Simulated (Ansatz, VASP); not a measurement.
## Ta3N2: VASP beside Ansatz

File POSCAR:

```
Ta3N2
1.0
    3.5075369805      0.0000000000      0.0000000000
   -1.7537684902      3.0376161298      0.0000000000
    0.0000000000      0.0000000000      6.4814140427
Ta N
3 2
Direct
    0.0000000000      0.0000000000      0.0000000000
    0.3333333333      0.6666666667      0.6663732558
    0.6666666667      0.3333333333      0.3336267442
    0.3333333333      0.6666666667      0.3092231370
    0.6666666667      0.3333333333      0.6907768630
```

Contents of INCAR.step1:

```
PREC     = Accurate       # precision mode
ENCUT    = 520            # plane-wave cutoff, eV
ISMEAR   = 1              # smearing method
SIGMA    = 0.1            # smearing width, eV
LREAL    = F              # projectors in reciprocal space
LASPH    = T              # aspherical terms in the spheres
NELM     = 100            # most SCF steps
NBANDS   = 30             # bands
GGA      = PE             # functional
ALGO     = Normal         # electronic algorithm
EDIFF    = 1E-4           # SCF threshold, eV
LWAVE    = T              # write WAVECAR
LCHARG   = F              # write CHGCAR
```

INCAR.step2

```
PREC     = Accurate       # precision mode
ENCUT    = 520            # plane-wave cutoff, eV
EDIFF    = 1E-7           # SCF threshold, eV
ISMEAR   = 1              # smearing method
SIGMA    = 0.1            # smearing width, eV
LREAL    = F              # projectors in reciprocal space
LASPH    = T              # aspherical terms in the spheres
NELM     = 100            # most SCF steps
ALGO     = Normal         # electronic algorithm
ISIF     = 2              # what is computed and relaxed
LWAVE    = F              # write WAVECAR
LCHARG   = F              # write CHGCAR
METAGGA  = R2SCAN         # meta-GGA
LMIXTAU  = T            
NBANDS   = 30             # bands
ISTART   = 1
```

KPOINTS

```
regular mesh
0
Gamma
  12 12 6
```

Input for Ansatz:

```yaml
crystal:
  lattice:
    - [3.5075369805, 0.0, 0.0]
    - [-1.7537684902, 3.0376161298, 0.0]
    - [0.0, 0.0, 6.4814140427]
  atoms:
    - { symbol: Ta, position: [0.0, 0.0, 0.0] }
    - { symbol: Ta, position: [0.3333333333, 0.6666666667, 0.6663732558] }
    - { symbol: Ta, position: [0.6666666667, 0.3333333333, 0.3336267442] }
    - { symbol: "N", position: [0.3333333333, 0.6666666667, 0.309223137] }
    - { symbol: "N", position: [0.6666666667, 0.3333333333, 0.690776863] }
basis:
  ecutwfc: 500
kpoints:
  mp_grid: { grid: [12, 12, 6] }
hamiltonian:
  xc: r2scan
scf:
  occupations: { method: cold, width: 0.15 }
output:
  forces: true
  eigenvalues: true
  stress: true
```

Alike in both runs: task single point; functional r2SCAN; k mesh 12 × 12 × 6; no spin polarisation.

```csv
,VASP,Ansatz
version,VASP 6.6.1,Ansatz 0.2.0
potentials or method,"VASP PAW PBE potentials, release 64 (Ta_pv, N), cutoff 520 eV","scalar-relativistic, plane waves, PAW"
occupations,"methfessel-paxton of order 1, width 0.1 eV","cold, width 0.15 eV"
valence electrons in the cell,43,49
```

|  | VASP | Ansatz | Ansatz less VASP |
| --- | --- | --- | --- |
| gap on the k mesh at the Fermi level (eV) | none | none | - |
| pressure (GPa) | 1.1 | 0.0 | -1.14 |
| traceless stress, the component that is largest in VASP (GPa) | -0.38 | 0.01 | +0.389 |
| rms of the force components (eV/Å) | 0.015 | 0.004 | -0.0116 |

VASP's potentials were made for PBE, not for r2SCAN. Atom by atom the forces differ by 0.014 eV/Å (rms over components). A gap of «none» marks a metal or a gap that the smearing closes. VASP's potentials hold 43 valence electrons a cell and Ansatz's 49, so a difference there can come from the potentials and not from the codes.

Spin-orbit coupling is off throughout.
